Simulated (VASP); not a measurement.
# CaSe (Fm-3m) in VASP: notebook

Runs on CaSe. Level: r2SCAN. Tasks: phonons.

Everything below comes from runs of VASP 6.6.1. Logs are shortened: lines on timing, memory, paths and dates and some standing lists are left out, and cuts for length are marked.

## Step 1: The cell of the first run

It takes space group Fm-3m (No. 225, cubic). The conventional cell has a = 5.563 Å, b = 5.563 Å, c = 5.563 Å, α = 90.00°, β = 90.00°, γ = 90.00°. Within 3.7 Å of Ca (site symmetry m-3m) lie 6 Se at 2.78 Å. Within 3.7 Å of Se (site symmetry m-3m) lie 6 Ca at 2.78 Å.

## Step 2: Phonons, r2SCAN

Input file INCAR:

```
SYSTEM = CaSe
PREC     = Accurate       ! precision mode
ENCUT    = 520            ! plane-wave cutoff, eV
EDIFF    = 1E-8           ! SCF threshold, eV
ISMEAR   = 0              ! smearing method
SIGMA    = 0.01           ! smearing width, eV
LREAL    = .False.        ! projectors in reciprocal space
LASPH    = .True.         ! aspherical terms in the spheres
NELM     = 100            ! most SCF steps
ALGO     = Normal         ! electronic algorithm
ISIF     = 2              ! what is computed and relaxed
LWAVE    = .False.        ! write WAVECAR
LCHARG   = .False.        ! write CHGCAR
METAGGA  = R2SCAN         ! meta-GGA
LMIXTAU  = .True.       
NBANDS   = 15             ! bands
IBRION   = 6              ! ionic algorithm
NFREE    = 2            
POTIM    = 0.015          ! step
NSW      = 1              ! ionic steps
```

Input file KPOINTS:

```
Automatic mesh
0
Gamma
  8 8 8
  0 0 0
```

Input file POSCAR:

```
CaSe
1.0
    2.7816600659      2.7816600659      0.0000000000
   -2.7816600659      2.7816600659      0.0000000000
    0.0000000000      2.7816600659      2.7816600659
Ca Se
1 1
Direct
    0.0000000000      0.0000000000      0.0000000000
    0.5000000000      0.5000000000      0.0000000000
```

Potentials or basis: VASP PAW PBE potentials, release 64 (Ca_sv, Se).

The run is started by

```sh
$ cat potpaw_PBE.64/Ca_sv/POTCAR potpaw_PBE.64/Se/POTCAR > POTCAR
$ mpirun -np 1 vasp_std > vasp.out
```

OUTCAR:

```text
SYSTEM = CaSe
   PREC = Accurate
   ENCUT = 520
   EDIFF = 1E-8
   ISMEAR = 0
   LREAL = .False.
   LASPH = .True.
   NELM = 100
   ISIF = 2
   METAGGA = R2SCAN
   IBRION = 6
   NFREE = 2
   POTIM = 0.015
   NSW = 1

 ion  position               nearest neighbor table
   1  0.000  0.000  0.000-   2 2.78   2 2.78   2 2.78   2 2.78   2 2.78   2 2.78
   2  0.500  0.500  0.000-   1 2.78   1 2.78   1 2.78   1 2.78   1 2.78   1 2.78

  LATTYP: Found a face centered cubic cell.
 ALAT       =     5.5633201318

  Lattice vectors:

 A1 = (   0.0000000000,   2.7816600659,   2.7816600659)
 A2 = (   2.7816600659,   0.0000000000,   2.7816600659)
 A3 = (   2.7816600659,   2.7816600659,   0.0000000000)

Analysis of symmetry for initial positions (statically):
=====================================================================
 Subroutine PRICEL returns:
 Original cell was already a primitive cell.

 Routine SETGRP: Setting up the symmetry group for a
 face centered cubic supercell.

 Subroutine GETGRP returns: Found 48 space group operations
 (whereof 48 operations were pure point group operations)
 out of a pool of 48 trial point group operations.

The static configuration has the point symmetry O_h .

Analysis of symmetry for dynamics (positions and initial velocities):
=====================================================================
 Subroutine PRICEL returns:
 Original cell was already a primitive cell.

 Routine SETGRP: Setting up the symmetry group for a
 face centered cubic supercell.

 Subroutine GETGRP returns: Found 48 space group operations
 (whereof 48 operations were pure point group operations)
 out of a pool of 48 trial point group operations.

The dynamic configuration has the point symmetry O_h .

 Subroutine INISYM returns: Found 48 space group operations
 (whereof 48 operations are pure point group operations),
 and found     1 'primitive' translations

----------------------------------------------------------------------------------------

                                     Primitive cell

  volume of cell :      43.0469

  direct lattice vectors                    reciprocal lattice vectors
     2.781660066  2.781660066  0.000000000     0.179748779  0.179748779 -0.179748779
    -2.781660066  2.781660066  0.000000000    -0.179748779  0.179748779 -0.179748779
     0.000000000  2.781660066  2.781660066     0.000000000  0.000000000  0.359497558

  length of vectors
     3.933861391  3.933861391  3.933861391     0.311334018  0.311334018  0.359497558

  position of ions in fractional coordinates (direct lattice)
     0.000000000  0.000000000  0.000000000
     0.500000000  0.500000000  0.000000000

  ion indices of the primitive-cell ions
   primitive index   ion index
                 1           1
                 2           2

----------------------------------------------------------------------------------------

 KPOINTS: Automatic mesh

Automatic generation of k-mesh.
 Grid dimensions read from file:
 generate k-points for:    8    8    8

 Generating k-lattice:

  Cartesian coordinates                     Fractional coordinates (reciprocal lattice)
     0.022468597  0.022468597 -0.022468597     0.125000000  0.000000000  0.000000000
    -0.022468597  0.022468597 -0.022468597     0.000000000  0.125000000  0.000000000
     0.000000000  0.000000000  0.044937195     0.000000000  0.000000000  0.125000000

  Length of vectors
     0.038916752  0.038916752  0.044937195

  Shift w.r.t. Gamma in fractional coordinates (k-lattice)
     0.000000000  0.000000000  0.000000000

[... 62 lines left out ...]
   NUPDOWN=      -1.0000    fix difference up-down
   EMIN   =  10.00;   EMAX   =-10.00  energy-range for DOS
   EFERMI =   0.00;   METHOD = LEGACY
   ISMEAR =     0;   SIGMA  =   0.01  broadening in eV -4-tet -1-fermi 0-gaus
   EFERMI_NEDOS =   21; number of points for ismear=-14 and -15
   IALGO  =     38    algorithm
   IMIX   =      4    mixing-type and parameters
     AMIX     =   0.40;   BMIX     =  1.00
     AMIX_MAG =   1.60;   BMIX_MAG =  1.00
  volume/ion in A,a.u.               =      21.52       145.25
  Fermi-wavevector in a.u.,A,eV,Ry     =   1.177066  2.224332 18.850655  1.385484
  Thomas-Fermi vector in A             =   2.313419
   LORBIT       =      0    0 simple, 1 ext, 2 COOP (PROOUT), +10 PAW based schemes
   METAGGA = R2SCAN    functional components
   LHFCALC =     F    Hartree Fock is set to
   AEXX    =    0.0000 exact exchange contribution
   IVDW    =     0    specifies the selected vdW correction
   LEPSILON=     F    determine dielectric tensor
   LRPA    =     F    only Hartree local field effects (RPA)
 finite differences with symmetry
 non-spin polarized calculation
 Gauss-broadening in eV      SIGMA  =   0.01
  energy-cutoff  :      520.00
  volume of cell :       43.05
 maximum number of plane-waves:      1211
 NGX is ok and might be reduce to    30
   NGX = 15   NGY = 15   NGZ = 15

--------------------------------------- Ionic step        1  -------------------------------------------

 number of electron      15.9999997 magnetization

 Free energy of the ion-electron system (eV)
  ---------------------------------------------------
  ext. energy  EPLUGINS =         0.00000000
  ---------------------------------------------------
  free energy    TOTEN  =       -25.59071706 eV

  energy without entropy =      -25.59071706  energy(sigma->0) =      -25.59071706

------------------------ aborting loop because EDIFF is reached ----------------------------------------

  FORCE on cell =-STRESS in cart. coord.  units (eV):
  Direction    XX          YY          ZZ          XY          YZ          ZX
  --------------------------------------------------------------------------------------
  -------------------------------------------------------------------------------------
  Total        4.1703848      4.1703848      4.1703848      0.0000000      0.0000000      0.0000000
  in kB      155.2188793    155.2188793    155.2188793      0.0000000      0.0000000      0.0000000
  external PRESSURE =     155.2188793 kB  Pullay stress =       0.0000000 kB
[... 131 lines left out ...]
--------------------------------------- Ionic step        5  -------------------------------------------

 number of electron      15.9999997 magnetization

 Free energy of the ion-electron system (eV)
  ---------------------------------------------------
  ext. energy  EPLUGINS =         0.00000000
  ---------------------------------------------------
  free energy    TOTEN  =       -25.58996515 eV

  energy without entropy =      -25.58996515  energy(sigma->0) =      -25.58996515

 E-fermi :   3.7711     XC(G=0): -10.4376

 val. band max:        3.6087564161   @ k =   0.0000   0.0000   0.0000
 cond. band min:       5.5328613494   @ k =   0.5000   0.5000   0.0000
 fundamental gap:      1.9241049333
 Fermi energy:         3.7710667348

 k-point     1 :       0.0000    0.0000    0.0000
  band No.  band energies     occupation
      1     -37.1818      2.00000
      2     -17.3308      2.00000
      3     -17.3306      2.00000
      4     -17.3306      2.00000
      5      -9.3369      2.00000
      6       3.6087      2.00000
      7       3.6088      2.00000
      8       3.6088      2.00000
      9       7.6615      0.00000
     10       7.6622      0.00000
     11       7.6622      0.00000
     12       8.4506      0.00000
     13       8.4520      0.00000
     14       8.9488      0.00000
[... 401 lines left out ...]
      2     -17.5532      2.00000
      3     -17.4014      2.00000
      4     -17.3650      2.00000
      5      -8.2350      2.00000
      6       0.1193      2.00000
      7       1.5254      2.00000
      8       1.9541      2.00000
      9       8.8140      0.00000
     10       9.1453      0.00000
     11      10.4417      0.00000
     12      10.9992      0.00000
     13      11.3272      0.00000
     14      12.2551      0.00000
     15      14.2979      0.00000

 [... further k-points ...]

------------------------ aborting loop because EDIFF is reached ----------------------------------------

  FORCE on cell =-STRESS in cart. coord.  units (eV):
  Direction    XX          YY          ZZ          XY          YZ          ZX
  --------------------------------------------------------------------------------------
  -------------------------------------------------------------------------------------
  Total        4.1777944      4.1690592      4.1690592      0.0000000      0.0000000     -0.0000000
  in kB      155.4946623    155.1695440    155.1695440      0.0000000      0.0000000     -0.0000000
  external PRESSURE =     155.2779168 kB  Pullay stress =       0.0000000 kB
[... 17 lines left out ...]
  FREE ENERGIE OF THE ION-ELECTRON SYSTEM (eV)
  ---------------------------------------------------
  free  energy   TOTEN  =       -25.5899651537 eV

  energy  without entropy=      -25.5899651537  energy(sigma->0) =      -25.58996515

 INTERNAL STRAIN TENSORS FROM DISPLACED ATOMS
 ============================================

 INTERNAL STRAIN TENSOR FOR ION    1 for displacements in x,y,z  (eV/Angst):
          X           Y           Z          XY          YZ          ZX
  --------------------------------------------------------------------------------
  x     0.00000     0.00000     0.00000     0.00000     0.00000     0.00000
  y     0.00000     0.00000     0.00000     0.00000     0.00000     0.00000
  z     0.00000     0.00000     0.00000     0.00000     0.00000     0.00000

 INTERNAL STRAIN TENSOR FOR ION    2 for displacements in x,y,z  (eV/Angst):
          X           Y           Z          XY          YZ          ZX
  --------------------------------------------------------------------------------
  x     0.00000     0.00000     0.00000     0.00000     0.00000     0.00000
  y     0.00000     0.00000     0.00000     0.00000     0.00000     0.00000
  z     0.00000     0.00000     0.00000     0.00000     0.00000     0.00000

 Eigenvectors and eigenvalues of the dynamical matrix
 ----------------------------------------------------

   1 f  =    7.821402 THz    49.143317 2PiTHz  260.893885 cm-1    32.346705 meV
             X         Y         Z           dx          dy          dz
      0.000000  0.000000  0.000000    -0.252599   -0.731547   -0.252599
      0.000000  2.781660  0.000000     0.180181    0.521820    0.180181
[... 21 lines left out ...]
   6 f/i=    0.004501 THz     0.028279 2PiTHz    0.150130 cm-1     0.018614 meV
             X         Y         Z           dx          dy          dz
      0.000000  0.000000  0.000000    -0.192134   -0.523898   -0.160753
      0.000000  2.781660  0.000000    -0.269355   -0.734461   -0.225363

 ELASTIC MODULI CONTR FROM IONIC RELAXATION (kBar)
 Direction    XX          YY          ZZ          XY          YZ          ZX
 --------------------------------------------------------------------------------
 XX           0.0000      0.0000      0.0000      0.0000      0.0000      0.0000
 YY           0.0000      0.0000      0.0000      0.0000      0.0000      0.0000
 ZZ           0.0000      0.0000      0.0000      0.0000      0.0000      0.0000
 XY           0.0000      0.0000      0.0000      0.0000      0.0000      0.0000
 YZ           0.0000      0.0000      0.0000      0.0000      0.0000      0.0000
 ZX           0.0000      0.0000      0.0000      0.0000      0.0000      0.0000
 --------------------------------------------------------------------------------
```

Wall time 12 min (1 thread of AMD EPYC 9R45 (Zen 5), shared host); peak memory 0.17 GiB.

Results:

```yaml
Highest_phonon_frequency_at_Γ_LO-TO_splitting_left_out: 261 cm⁻¹
```

Phonon frequencies in cm⁻¹ (negative: imaginary):
```
              q point        frequencies
(0.000, 0.000, 0.000)  0 0 0 261 261 261
```

Caveat: the cell wasn't relaxed at this level first, which shifts response properties; the PAW data sets were made with another functional, which shifts forces and pressure a little.

## Step 3: Phonons, r2SCAN

This run uses another cell than the first one, of 22.64 Å³/atom, 1.052 times its volume.

Input file INCAR:

```
SYSTEM = CaSe
ALGO = Normal
EDIFF = 1E-8
ENCUT = 520
IBRION = 6
ISIF = 2
ISMEAR = 0
LASPH = .True.
LCHARG = .False.
LMIXTAU = .True.
LREAL = .False.
LWAVE = .False.
METAGGA = R2SCAN
NBANDS = 15
NELM = 60
NFREE = 2
NSW = 1
POTIM = 0.015
PREC = Accurate
SIGMA = 0.01
```

Input file KPOINTS:

```
k-points
0
Gamma
  8 8 8
  0 0 0
```

Input file POSCAR:

```
CaSe
1.0
    2.8289362532      2.8289362532      0.0000000000
   -2.8289362532      2.8289362532      0.0000000000
    0.0000000000      2.8289362532      2.8289362532
Ca Se
1 1
Direct
    0.0000000000      0.0000000000      0.0000000000
    0.5000000000      0.5000000000      0.0000000000
```

Potentials or basis: VASP PAW PBE potentials, release 64 (Ca_sv, Se).

The run is started by

```sh
$ cat potpaw_PBE.64/Ca_sv/POTCAR potpaw_PBE.64/Se/POTCAR > POTCAR
$ mpirun -np 1 vasp_std > vasp.out
```

OUTCAR:

```text
SYSTEM = CaSe
   EDIFF = 1E-8
   ENCUT = 520
   IBRION = 6
   ISIF = 2
   ISMEAR = 0
   LASPH = .True.
   LREAL = .False.
   METAGGA = R2SCAN
   NELM = 60
   NFREE = 2
   NSW = 1
   POTIM = 0.015
   PREC = Accurate

 ion  position               nearest neighbor table
   1  0.000  0.000  0.000-   2 2.83   2 2.83   2 2.83   2 2.83   2 2.83   2 2.83
   2  0.500  0.500  0.000-   1 2.83   1 2.83   1 2.83   1 2.83   1 2.83   1 2.83
[... 819 lines left out ...]
  x     0.00000     0.00000     0.00000     0.00000     0.00000     0.00000
  y     0.00000     0.00000     0.00000     0.00000     0.00000     0.00000
  z     0.00000     0.00000     0.00000     0.00000     0.00000     0.00000

 INTERNAL STRAIN TENSOR FOR ION    2 for displacements in x,y,z  (eV/Angst):
          X           Y           Z          XY          YZ          ZX
  --------------------------------------------------------------------------------
  x     0.00000     0.00000     0.00000     0.00000     0.00000     0.00000
  y     0.00000     0.00000     0.00000     0.00000     0.00000     0.00000
  z     0.00000     0.00000     0.00000     0.00000     0.00000     0.00000

 Eigenvectors and eigenvalues of the dynamical matrix
 ----------------------------------------------------

   1 f  =    7.199389 THz    45.235093 2PiTHz  240.145755 cm-1    29.774266 meV
             X         Y         Z           dx          dy          dz
      0.000000  0.000000  0.000000     0.814384   -0.000000    0.000000
      0.000000  2.828936  0.000000    -0.580326    0.000000    0.000000
[... 21 lines left out ...]
   6 f/i=    0.000731 THz     0.004592 2PiTHz    0.024379 cm-1     0.003023 meV
             X         Y         Z           dx          dy          dz
      0.000000  0.000000  0.000000    -0.558846    0.128470    0.089249
      0.000000  2.828936  0.000000    -0.784240    0.180285    0.125246

 ELASTIC MODULI CONTR FROM IONIC RELAXATION (kBar)
 Direction    XX          YY          ZZ          XY          YZ          ZX
 --------------------------------------------------------------------------------
 XX           0.0000      0.0000      0.0000      0.0000      0.0000      0.0000
 YY           0.0000      0.0000      0.0000      0.0000      0.0000      0.0000
 ZZ           0.0000      0.0000      0.0000      0.0000      0.0000      0.0000
 XY           0.0000      0.0000      0.0000      0.0000      0.0000      0.0000
 YZ           0.0000      0.0000      0.0000      0.0000      0.0000      0.0000
 ZX           0.0000      0.0000      0.0000      0.0000      0.0000      0.0000
 --------------------------------------------------------------------------------
```

Wall time 13 min (1 thread of AMD EPYC 9R45 (Zen 5), shared host); peak memory 0.18 GiB.

What came out:

| Property | Result |
| --- | --- |
| Highest phonon frequency at Γ, LO-TO splitting left out | 240 cm⁻¹ |

Phonon frequencies in cm⁻¹ (negative: imaginary):
```tsv
q point	frequencies
(0.000, 0.000, 0.000)	0 0 0 240 240 240
```

Caveat: the cell wasn't relaxed at this level first, which shifts response properties; the PAW data sets were made with another functional, which shifts forces and pressure a little.

(Part 1 of 2 ends here.)
